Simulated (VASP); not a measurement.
# HfC (rocksalt type) (Fm-3m) in VASP: notebook

The runs below take HfC (rocksalt type) through single point, with PBE.

Everything below comes from runs of VASP 6.6.1. Logs are shortened: lines on timing, memory, paths and dates and some standing lists are left out, and cuts for length are marked.

## 1. The cell of the first run

It takes space group Fm-3m (No. 225, cubic). Conventional cell: a = 4.557 Å, b = 4.557 Å, c = 4.557 Å, α = 90.00°, β = 90.00°, γ = 90.00°. Hf (site symmetry m-3m) has 6 C at 2.28 Å within 3.0 Å. Within 3.0 Å of C (site symmetry m-3m) lie 6 Hf at 2.28 Å.

## 2. Single point, PBE (11.83 Å³/atom)

Input file INCAR:

```
PREC = Accurate
ENCUT = 520
EDIFF = 1E-6
ISMEAR = -1
SIGMA = 0.05
LREAL = False
LASPH = True
NELM = 80
ALGO = Normal
ISIF = 2
LWAVE = False
LCHARG = False
GGA = PE
NBANDS = 14
```

Input file KPOINTS:

```
regular mesh
0
Gamma
  16 16 16
```

Input file POSCAR:

```
HfC
1.0
    0.0000000000      2.2786553605      2.2786553605
    2.2786553605      0.0000000000      2.2786553605
    2.2786553605      2.2786553605      0.0000000000
Hf C
1 1
Direct
    0.0000000000      0.0000000000      0.0000000000
    0.5000000000      0.5000000000      0.5000000000
```

Potentials or basis: VASP PAW PBE potentials, release 64 (Hf_pv, C).

Command:

```
cat potpaw_PBE.64/Hf_pv/POTCAR potpaw_PBE.64/C/POTCAR > POTCAR
mpirun -np 1 vasp_std > vasp.out
```

OUTCAR:

```text
PREC = Accurate
   ENCUT = 520
   EDIFF = 1E-6
   ISMEAR = -1
   LREAL = False
   LASPH = True
   NELM = 80
   ISIF = 2
   GGA = PE

 ion  position               nearest neighbor table
   1  0.000  0.000  0.000-   2 2.28   2 2.28   2 2.28   2 2.28   2 2.28   2 2.28
   2  0.500  0.500  0.500-   1 2.28   1 2.28   1 2.28   1 2.28   1 2.28   1 2.28

  LATTYP: Found a face centered cubic cell.
 ALAT       =     4.5573107210

  Lattice vectors:

 A1 = (   0.0000000000,   2.2786553605,   2.2786553605)
 A2 = (   2.2786553605,   0.0000000000,   2.2786553605)
 A3 = (   2.2786553605,   2.2786553605,   0.0000000000)

Analysis of symmetry for initial positions (statically):
=====================================================================
 Subroutine PRICEL returns:
 Original cell was already a primitive cell.

 Routine SETGRP: Setting up the symmetry group for a
 face centered cubic supercell.

 Subroutine GETGRP returns: Found 48 space group operations
 (whereof 48 operations were pure point group operations)
 out of a pool of 48 trial point group operations.

The static configuration has the point symmetry O_h .

Analysis of symmetry for dynamics (positions and initial velocities):
=====================================================================
 Subroutine PRICEL returns:
 Original cell was already a primitive cell.

 Routine SETGRP: Setting up the symmetry group for a
 face centered cubic supercell.

 Subroutine GETGRP returns: Found 48 space group operations
 (whereof 48 operations were pure point group operations)
 out of a pool of 48 trial point group operations.

The dynamic configuration has the point symmetry O_h .

 Subroutine INISYM returns: Found 48 space group operations
 (whereof 48 operations are pure point group operations),
 and found     1 'primitive' translations

----------------------------------------------------------------------------------------

                                     Primitive cell

  volume of cell :      23.6628

  direct lattice vectors                    reciprocal lattice vectors
     0.000000000  2.278655361  2.278655361    -0.219427654  0.219427654  0.219427654
     2.278655361  0.000000000  2.278655361     0.219427654 -0.219427654  0.219427654
     2.278655361  2.278655361  0.000000000     0.219427654  0.219427654 -0.219427654

  length of vectors
     3.222505315  3.222505315  3.222505315     0.380059845  0.380059845  0.380059845

  position of ions in fractional coordinates (direct lattice)
     0.000000000  0.000000000  0.000000000
     0.500000000  0.500000000  0.500000000

  ion indices of the primitive-cell ions
   primitive index   ion index
                 1           1
                 2           2

----------------------------------------------------------------------------------------

 KPOINTS: regular mesh

Automatic generation of k-mesh.
 Grid dimensions read from file:
 generate k-points for:   16   16   16

 Generating k-lattice:

  Cartesian coordinates                     Fractional coordinates (reciprocal lattice)
    -0.013714228  0.013714228  0.013714228     0.062500000  0.000000000  0.000000000
     0.013714228 -0.013714228  0.013714228     0.000000000  0.062500000  0.000000000
     0.013714228  0.013714228 -0.013714228     0.000000000  0.000000000  0.062500000

  Length of vectors
     0.023753740  0.023753740  0.023753740

  Shift w.r.t. Gamma in fractional coordinates (k-lattice)
     0.000000000  0.000000000  0.000000000

 Subroutine IBZKPT returns following result:
 ===========================================

 Found    145 irreducible k-points:

 Following reciprocal coordinates:
            Coordinates               Weight
  0.000000  0.000000  0.000000      1.000000
  0.062500  0.000000  0.000000      8.000000
  0.125000  0.000000  0.000000      8.000000
  0.187500  0.000000  0.000000      8.000000
  0.250000  0.000000  0.000000      8.000000
  0.312500  0.000000  0.000000      8.000000
[... 16 lines left out ...]
 -0.125000  0.062500  0.000000     24.000000
 -0.062500  0.062500  0.000000     12.000000
 [... further k-points ...]
   k-points           NKPTS =    145   k-points in BZ     NKDIM =    145   number of bands    NBANDS=     14
   number of dos      NEDOS =    301   number of ions     NIONS =      2
   total plane-waves  NPLWV =  13824
   dimension x,y,z NGX =    24 NGY =   24 NGZ =   24
   dimension x,y,z NGXF=    48 NGYF=   48 NGZF=   48
   ions per type =               1   1
   NGX,Y,Z   is equivalent  to a cutoff of  12.38, 12.38, 12.38 a.u.
   NGXF,Y,Z  is equivalent  to a cutoff of  24.76, 24.76, 24.76 a.u.
 SYSTEM =  unknown system
   PREC   = accura    normal or accurate (medium, high low for compatibility)
   ISTART =      0    job   : 0-new  1-cont  2-samecut
   ICHARG =      2    charge: 1-file 2-atom 10-const
   ISPIN  =      1    spin polarized calculation?
   LNONCOLLINEAR =      F non collinear calculations
   LSORBIT =      F    spin-orbit coupling
   LASPH  =      T    aspherical Exc in radial PAW
   ENCUT  =  520.0 eV  38.22 Ry    6.18 a.u.   5.99  5.99  5.99*2*pi/ulx,y,z
   NELM   =     80;   NELMIN=  2; NELMDL= -5     # of ELM steps
   EDIFF  = 0.1E-05   stopping-criterion for ELM
   LREAL  =      F    real-space projection
   EDIFFG = 0.1E-04   stopping-criterion for IOM
   NSW    =      0    number of steps for IOM
   IBRION =     -1    ionic relax: 0-MD 1-quasi-New 2-CG
   NFREE  =      0    steps in history (QN), initial steepest desc. (CG)
   ISIF   =      2    stress and relaxation
   ISYM   =      2    0-nonsym 1-usesym 2-fastsym
   POTIM  = 0.5000    time-step for ionic-motion
   TEBEG  =    0.0;   TEEND  =   0.0 temperature during run
   PSTRESS=    0.0 pullay stress
   NELECT =      14.0000    total number of electrons
   NUPDOWN=      -1.0000    fix difference up-down
   EMIN   =  10.00;   EMAX   =-10.00  energy-range for DOS
   EFERMI =   0.00;   METHOD = LEGACY
   ISMEAR =    -1;   SIGMA  =   0.05  broadening in eV -4-tet -1-fermi 0-gaus
   EFERMI_NEDOS =   21; number of points for ismear=-14 and -15
   IALGO  =     38    algorithm
   IMIX   =      4    mixing-type and parameters
     AMIX     =   0.40;   BMIX     =  1.00
     AMIX_MAG =   1.60;   BMIX_MAG =  1.00
  volume/ion in A,a.u.               =      11.83        79.84
  Fermi-wavevector in a.u.,A,eV,Ry     =   1.374344  2.597134 25.698985  1.888822
  Thomas-Fermi vector in A             =   2.499779
   LORBIT       =      0    0 simple, 1 ext, 2 COOP (PROOUT), +10 PAW based schemes
   GGA     = PE    functional components
   LHFCALC =     F    Hartree Fock is set to
   AEXX    =    0.0000 exact exchange contribution
   IVDW    =     0    specifies the selected vdW correction
   LEPSILON=     F    determine dielectric tensor
   LRPA    =     F    only Hartree local field effects (RPA)
 non-spin polarized calculation
  energy-cutoff  :      520.00
  volume of cell :       23.66
 maximum number of plane-waves:       652
   NGX = 11   NGY = 11   NGZ = 11

 number of electron      14.0000000 magnetization

 Free energy of the ion-electron system (eV)
  ---------------------------------------------------
  ext. energy  EPLUGINS =         0.00000000
  ---------------------------------------------------
  free energy    TOTEN  =       -20.97910321 eV

  energy without entropy =      -20.97606955  energy(sigma->0) =      -20.97758638

 E-fermi :   6.4054     XC(G=0): -12.5868

 val. band max:        6.3997430966   @ k =   0.1250   0.0625   0.0000
 cond. band min:       6.4157591453   @ k =   0.4375   0.3750   0.0000
 fundamental gap:      0.0160160488
 Fermi energy:         6.4054466174

 k-point     1 :       0.0000    0.0000    0.0000
  band No.  band energies     occupation
      1     -22.8486      2.00000
      2     -22.8486      2.00000
      3     -22.8486      2.00000
      4      -6.1880      2.00000
      5       7.4596      0.00000
      6       7.4596      0.00000
      7       7.4596      0.00000
      8       7.8337      0.00000
      9       7.8337      0.00000
     10       7.8337      0.00000
     11      10.0078      0.00000
     12      10.0078      0.00000
     13      13.9876      0.00000
     14      17.6045      0.00000

 k-point     2 :       0.0625    0.0000    0.0000
  band No.  band energies     occupation
      1     -22.8836      2.00000
      2     -22.8518      2.00000
      3     -22.8518      2.00000
      4      -6.0793      2.00000
      5       6.6737      0.00931
      6       6.9137      0.00008
      7       6.9137      0.00008
      8       8.0711      0.00000
      9       8.0711      0.00000
     10       8.3722      0.00000
     11      10.5363      0.00000
     12      10.5363      0.00000
     13      14.2076      0.00000
     14      17.9064      0.00000

 k-point     3 :       0.1250    0.0000    0.0000
  band No.  band energies     occupation
      1     -22.9821      2.00000
      2     -22.8609      2.00000
      3     -22.8609      2.00000
      4      -5.7631      2.00000
      5       5.5780      2.00000
      6       6.0651      1.99779
      7       6.0651      1.99779
      8       8.4324      0.00000
      9       8.4324      0.00000
     10       8.8297      0.00000
     11      11.6738      0.00000
     12      11.6738      0.00000
     13      14.7827      0.00000
     14      18.7483      0.00000
[... 324 lines left out ...]
 k-point    23 :      -0.1250    0.0625    0.0000
  band No.  band energies     occupation
      1     -23.0391      2.00000
      2     -22.8927      2.00000
      3     -22.8565      2.00000
      4      -5.5306      2.00000
      5       4.9907      2.00000
      6       5.5021      2.00000
      7       5.7816      1.99999
      8       8.3114      0.00000
      9       9.0043      0.00000
     10       9.3098      0.00000
     11      11.4619      0.00000
     12      12.8945      0.00000
     13      15.2344      0.00000
     14      19.3402      0.00000

 k-point    24 :      -0.0625    0.0625    0.0000
  band No.  band energies     occupation
      1     -22.9320      2.00000
      2     -22.8711      2.00000
      3     -22.8507      2.00000
      4      -5.9028      2.00000
      5       6.0121      1.99923
      6       6.3036      1.76904
      7       6.4269      0.78849
      8       8.0060      0.00000
      9       8.7019      0.00000
     10       8.7197      0.00000
     11      10.6517      0.00000
     12      11.5951      0.00000
     13      14.5691      0.00000
     14      18.3859      0.00000

 [... further k-points ...]

------------------------ aborting loop because EDIFF is reached ----------------------------------------

  FORCE on cell =-STRESS in cart. coord.  units (eV):
  Direction    XX          YY          ZZ          XY          YZ          ZX
  --------------------------------------------------------------------------------------
  -------------------------------------------------------------------------------------
  Total        2.3297676      2.3297676      2.3297676     -0.0000000      0.0000000      0.0000000
  in kB      157.7455983    157.7455983    157.7455983     -0.0000000      0.0000000      0.0000000
  external PRESSURE =     157.7455983 kB  Pullay stress =       0.0000000 kB

 VOLUME and BASIS-vectors are now :
 -----------------------------------------------------------------------------
  energy-cutoff  :      520.00
  volume of cell :       23.66
      direct lattice vectors                 reciprocal lattice vectors
     0.000000000  2.278655361  2.278655361    -0.219427654  0.219427654  0.219427654
     2.278655361  0.000000000  2.278655361     0.219427654 -0.219427654  0.219427654
     2.278655361  2.278655361  0.000000000     0.219427654  0.219427654 -0.219427654

 POSITION                                       TOTAL-FORCE (eV/Angst)
 -----------------------------------------------------------------------------------
      0.00000      0.00000      0.00000        -0.000000      0.000000      0.000000
      2.27866      2.27866      2.27866         0.000000     -0.000000     -0.000000
 -----------------------------------------------------------------------------------
    total drift:                                0.000000     -0.000000     -0.000000

  FREE ENERGIE OF THE ION-ELECTRON SYSTEM (eV)
  ---------------------------------------------------
  free  energy   TOTEN  =       -20.9791032078 eV

  energy  without entropy=      -20.9760695549  energy(sigma->0) =      -20.97758638
```

Wall time 29 s (1 thread of Intel Xeon 8259CL, shared host); peak memory 0.18 GiB.

Results:

```
Free energy            : -20.9791 eV
Pressure               : 15.8 GPa
Band gap on the k mesh : zero (bands 7 and 8 overlap by 1.46 eV)
```

Levels at points of the mesh, in eV from the Fermi level:
```tsv
k point	band 3	band 4	band 5	band 6	band 7	band 8	band 9	band 10	band 11	band 12
(0.00, 0.00, 0.00)	-29.25	-12.59	1.05	1.05	1.05	1.43	1.43	1.43	3.60	3.60
(0.50, 0.00, 0.00)	-29.34	-8.48	-6.40	-3.17	-3.17	5.70	5.70	6.20	6.88	12.22
(0.50, 0.50, 0.00)	-29.54	-10.67	-2.49	-1.96	-0.01	-0.01	5.69	7.26	7.26	9.25
```

Caveat: the cell stands under pressure; spin-orbit coupling is left out, which moves the levels of the heavy elements.

[end of part 1 of 2]
